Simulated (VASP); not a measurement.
Here is a VASP 6.6.1 calculation.

The input INCAR:

```
PREC = Accurate ; ENCUT = 520
EDIFF = 1E-7 ; ISMEAR = 0
SIGMA = 0.05 ; LREAL = F
LASPH = T ; NELM = 80
ALGO = Normal ; ISIF = 2
LWAVE = F ; LCHARG = F
GGA = PS ; NBANDS = 18
```

KPOINTS

```
Automatic mesh
0
Gamma
  14 14 14
```

File POSCAR:

```
Si2Mo
1.0
   -1.6085189520      1.6085189520      3.9365666220
    1.6085189520     -1.6085189520      3.9365666220
    1.6085189520      1.6085189520     -3.9365666220
Si Mo
2 1
Direct
    0.3351149525      0.3351149525      0.0000000000
    0.6648850475      0.6648850475      0.0000000000
    0.0000000000      0.0000000000      0.0000000000
```

Potentials or basis: VASP PAW PBE potentials, release 64 (Si, Mo_sv).

Command:

```console
$ cat potpaw_PBE.64/Si/POTCAR potpaw_PBE.64/Mo_sv/POTCAR > POTCAR
$ mpirun -np 1 vasp_std > vasp.out
```

Problem. What does it give for the band gap on the k mesh?

Solution. Zero (band 11 reaches 12.45 eV, above the bottom of band 12 at 11.51 eV).

Problem. What does it give for the pressure?

Solution. -4.6 GPa.

Problem. What does it give for the largest force?

Solution. 0.042 eV/Å.

Forces on the atoms (eV/Å):
```
Si   0.000  0.000  0.042
Si   0.000  0.000 -0.042
Mo   0.000  0.000  0.000
```

Caveat: the PAW data sets were made with another functional, which shifts forces and pressure a little.
